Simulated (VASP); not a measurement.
# PbSe (P6_3/mmc) in VASP: further runs, part 2 of 2

VASP 6.6.1.

### 4 Relaxation of shape and atoms at fixed volume, PBE (28.53 Å³/atom)

This run uses another cell than the first one, of 28.53 Å³/atom.

INCAR reads:

```
SYSTEM = PbSe
PREC = Accurate ; ENCUT = 600
EDIFF = 1E-6 ; ISMEAR = 0
SIGMA = 0.05 ; LREAL = .FALSE.
LASPH = .TRUE. ; NELM = 100
ALGO = Normal ; ISIF = 4
LWAVE = .FALSE. ; LCHARG = .FALSE.
GGA = PE ; IBRION = 2
NSW = 60 ; EDIFFG = -0.01
```

KPOINTS reads:

```
regular mesh
0
G
  8 8 6
  0 0 0
```

POSCAR reads:

```
PbSe
1.0
    4.1774833433      0.0000000000      0.0000000000
   -2.0887416717      3.6178066992      0.0000000000
    0.0000000000      0.0000000000      7.5505979384
Pb Se
2 2
Direct
    0.3333333333      0.6666666667      0.2500000000
    0.6666666667      0.3333333333      0.7500000000
    0.0000000000      0.0000000000      0.0000000000
    0.0000000000      0.0000000000      0.5000000000
```

Potentials or basis: VASP PAW PBE potentials, release 64 (Pb_d, Se).

On the command line:

```
$ cat potpaw_PBE.64/Pb_d/POTCAR potpaw_PBE.64/Se/POTCAR > POTCAR
$ mpirun -np 1 vasp_std > vasp.out
```

OUTCAR:

```text
SYSTEM = PbSe
   PREC = Accurate
   ENCUT = 600
   EDIFF = 1E-6
   ISMEAR = 0
   LREAL = .FALSE.
   LASPH = .TRUE.
   NELM = 100
   ISIF = 4
   GGA = PE
   IBRION = 2
   NSW = 60
   EDIFFG = -0.01

 ion  position               nearest neighbor table
   1  0.333  0.667  0.250-   3 3.06   4 3.06   3 3.06   4 3.06   3 3.06   4 3.06
   2  0.667  0.333  0.750-   3 3.06   4 3.06   3 3.06   4 3.06   3 3.06   4 3.06
   3  0.000  0.000  0.000-   1 3.06   2 3.06   2 3.06   1 3.06   2 3.06   1 3.06
   4  0.000  0.000  0.500-   1 3.06   2 3.06   2 3.06   1 3.06   2 3.06   1 3.06

  LATTYP: Found a hexagonal cell.
 ALAT       =     4.1774833433
 C/A-ratio  =     1.8074513572

  Lattice vectors:

 A1 = (   4.1774833433,   0.0000000000,   0.0000000000)
 A2 = (  -2.0887416717,   3.6178066992,   0.0000000000)
 A3 = (   0.0000000000,   0.0000000000,   7.5505979384)

Analysis of symmetry for initial positions (statically):
=====================================================================
 Subroutine PRICEL returns:
 Original cell was already a primitive cell.

 Routine SETGRP: Setting up the symmetry group for a
 hexagonal supercell.

 Subroutine GETGRP returns: Found 24 space group operations
 (whereof 12 operations were pure point group operations)
[... 179 lines left out ...]
  -------------------------------------------------------------------------------------
  Total        1.9588265      1.9588265      2.0848064     -0.0000000      0.0000000      0.0000000
  in kB       27.5020534     27.5020534     29.2708203     -0.0000000      0.0000000      0.0000000
  external PRESSURE =      28.0916423 kB  Pullay stress =       0.0000000 kB
[... 63 lines left out ...]
--------------------------------------- Ionic step        3  -------------------------------------------

 number of electron      40.0000005 magnetization

 Free energy of the ion-electron system (eV)
  ---------------------------------------------------
  ext. energy  EPLUGINS =         0.00000000
  ---------------------------------------------------
  free energy    TOTEN  =       -16.00184369 eV

  energy without entropy =      -16.00153346  energy(sigma->0) =      -16.00168858

 E-fermi :   4.9655     XC(G=0):  -9.5479

 val. band max:        4.9184813970   @ k =   0.5000   0.0000   0.0000
 cond. band min:       4.9723016532   @ k =   0.5000   0.0000   0.0000
 fundamental gap:      0.0538202562
 Fermi energy:         4.9654756593

 k-point     1 :       0.0000    0.0000    0.0000
  band No.  band energies     occupation
      1     -11.7787      2.00000
      2     -11.7787      2.00000
      3     -11.7716      2.00000
      4     -11.7716      2.00000
      5     -11.7363      2.00000
      6     -11.7270      2.00000
[... 637 lines left out ...]
     23       7.9087      0.00000
     24       8.4470      0.00000

 [... further k-points ...]

------------------------ aborting loop because EDIFF is reached ----------------------------------------

  FORCE on cell =-STRESS in cart. coord.  units (eV):
  Direction    XX          YY          ZZ          XY          YZ          ZX
  --------------------------------------------------------------------------------------
  -------------------------------------------------------------------------------------
  Total        1.9857326      1.9857326      1.9841574     -0.0000000     -0.0000000     -0.0000000
  in kB       27.8798174     27.8798174     27.8577004     -0.0000000     -0.0000000     -0.0000000
  external PRESSURE =      27.8724451 kB  Pullay stress =       0.0000000 kB
[... 19 lines left out ...]
  FREE ENERGIE OF THE ION-ELECTRON SYSTEM (eV)
  ---------------------------------------------------
  free  energy   TOTEN  =       -16.0018436926 eV

  energy  without entropy=      -16.0015334601  energy(sigma->0) =      -16.00168858

 reached required accuracy - stopping structural energy minimisation
```

It took 2.8 min on 1 thread of Intel Xeon Platinum 8488C (Sapphire Rapids), shared host; peak memory 0.35 GiB.

What came out:

```
Free energy               : -16.0018 eV
Energy gained by relaxing : 0.0 meV/atom
Ionic steps               : 3
Pressure after relaxing   : 2.8 GPa
Band gap on the k mesh    : zero (bands 20 and 21 overlap by 0.08 eV)
```

Step by step:
```tsv
step	energy change (eV)	largest force (eV/Å)	pressure (GPa)	volume (Å³)
1	0.0000	0.0000	2.81	114.11
2	-0.0001	0.0000	2.80	114.11
3	-0.0001	0.0000	2.79	114.11
```

Final structure:
```
CELL_PARAMETERS angstrom
4.17328 0.00000 0.00000
-2.08664 3.61417 0.00000
0.00000 0.00000 7.56582
ATOMIC_POSITIONS crystal
Pb 0.33333 0.66667 0.25000
Pb 0.66667 0.33333 0.75000
Se 0.00000 0.00000 0.00000
Se 0.00000 0.00000 0.50000
```

Levels at points of the mesh, in eV from the Fermi level:
```
           k point  band 18  band 19  band 20  band 21  band 22  band 23
(0.00, 0.00, 0.00)    -0.79    -0.79     0.09     1.27     2.42     2.42
(0.50, 0.00, 0.00)    -1.18    -0.65    -0.05     0.01     1.63     1.91
(0.00, 0.00, 0.50)    -1.20    -1.18    -1.18     3.28     3.28     3.42
(0.50, 0.00, 0.50)    -2.15    -2.12    -2.12     2.18     2.18     3.72
```

Caveat: semilocal functionals underestimate gaps, so a narrow gap can read as zero; spin-orbit coupling is left out, which moves the levels of the heavy elements.

### 5 Summary

| task | level | cell | cutoff (eV) | gap on the mesh (eV) | pressure (GPa) |
| --- | --- | --- | --- | --- | --- |
| single point | PBE | a = 4.427, b = 4.427, c = 7.827 Å, angles 90.0, 90.0, 120.0°, 4 atoms | 520 | 0.53 | -3.4 |
| single point | r2SCAN | a = 4.271, b = 4.271, c = 7.644 Å, angles 90.0, 90.0, 120.0°, 4 atoms | 520 | 0.43 | -0.9 |
| relaxation of shape and atoms at fixed volume | PBE | relaxed from a = 4.177, b = 4.177, c = 7.551 Å, angles 90.0, 90.0, 120.0°, 4 atoms | 600 | none | 2.8 |

Alike in all rows: potentials or basis VASP PAW PBE potentials, release 64 (Pb_d, Se); no spin polarisation; k mesh 8 × 8 × 6; smearing gaussian 0.05 eV.

Caveats: spin-orbit coupling is left out, which moves the levels of the heavy elements; the cell stands under tension (at least some runs); the PAW data sets were made with another functional, which shifts forces and pressure a little (at least some runs); semilocal functionals underestimate gaps, so a narrow gap can read as zero (at least some runs).

Total energies depend on the potentials used, so only differences within one code and one set of settings carry meaning.
